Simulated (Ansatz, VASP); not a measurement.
## HC4: VASP beside Ansatz

Contents of INCAR:

```
ALGO = Normal
DIPOL = 0.5 0.5 0.234
EDIFF = 1E-6
ENCUT = 520
GGA = PE
IDIPOL = 3
ISIF = 2
ISMEAR = 0
IVDW = 12
LASPH = T
LCHARG = F
LDIPOL = T
LREAL = F
LWAVE = F
NBANDS = 28
NELM = 100
PREC = Accurate
SIGMA = 0.1
```

Contents of KPOINTS:

```
k-points
0
Gamma
  6 6 1
```

File POSCAR:

```
HC4
1.0
    4.9314011428      0.0000000001      0.0000000000
   -2.4657005715      4.2707186659      0.0000000000
    0.0000000000      0.0000000000     18.0000000000
C H
8 2
Direct
    0.1666666667      0.3333333333      0.2222222222
    0.1666666667      0.8333333333      0.2222222222
    0.6666666667      0.3333333333      0.2222222222
    0.6666666667      0.8333333333      0.2222222222
    0.3333333333      0.1666666667      0.2222222222
    0.3333333333      0.6666666667      0.2222222222
    0.8333333333      0.1666666667      0.2222222222
    0.8333333333      0.6666666667      0.2222222222
    0.0233897705      0.0233921815      0.2827777778
    0.4766102295      0.4766078185      0.2827777778
```

Input for Ansatz:

```yaml
crystal:
  lattice:
    - [4.9314011428, 1.0e-10, 0.0]
    - [-2.4657005715, 4.2707186659, 0.0]
    - [0.0, 0.0, 18.0]
  atoms:
    - { symbol: C, position: [0.1666666667, 0.3333333333, 0.2222222222] }
    - { symbol: C, position: [0.1666666667, 0.8333333333, 0.2222222222] }
    - { symbol: C, position: [0.6666666667, 0.3333333333, 0.2222222222] }
    - { symbol: C, position: [0.6666666667, 0.8333333333, 0.2222222222] }
    - { symbol: C, position: [0.3333333333, 0.1666666667, 0.2222222222] }
    - { symbol: C, position: [0.3333333333, 0.6666666667, 0.2222222222] }
    - { symbol: C, position: [0.8333333333, 0.1666666667, 0.2222222222] }
    - { symbol: C, position: [0.8333333333, 0.6666666667, 0.2222222222] }
    - { symbol: H, position: [0.0233897705, 0.0233921815, 0.2827777778] }
    - { symbol: H, position: [0.4766102295, 0.4766078185, 0.2827777778] }
basis:
  ecutwfc: 420
kpoints:
  mp_grid: { grid: [6, 6, 1] }
hamiltonian:
  xc: pbe
  pseudopotentials: { kind: paw, azcp: { folder: soft_1 } }
  dispersion: d3bj
scf:
  occupations: { method: gaussian, width: 0.1 }
output:
  forces: true
  eigenvalues: true
efield:
  axis: 3
  dipole_correction: true
  ramp_width: 0.04
```

Alike in both runs: task single point; functional PBE; dispersion D3(BJ); k mesh 6 × 6 × 1; occupations gaussian, width 0.1 eV; no spin polarisation.

```csv
,VASP,Ansatz
version,VASP 6.6.1,Ansatz 0.2.0
potentials or method,"VASP PAW PBE potentials, release 64 (C, H), cutoff 520 eV","scalar-relativistic, plane waves, PAW"
valence electrons in the cell,34,34
```

```csv
,VASP,Ansatz,Ansatz less VASP
gap on the k mesh at the Fermi level (eV),none,none,-
rms of the force components (eV/Å),0.436,0.436,-0.0006
```

Atom by atom the forces differ by 0.002 eV/Å (rms over components). A gap of «none» marks a metal or a gap that the smearing closes. Ansatz's warnings: structure snapped to symmetry.
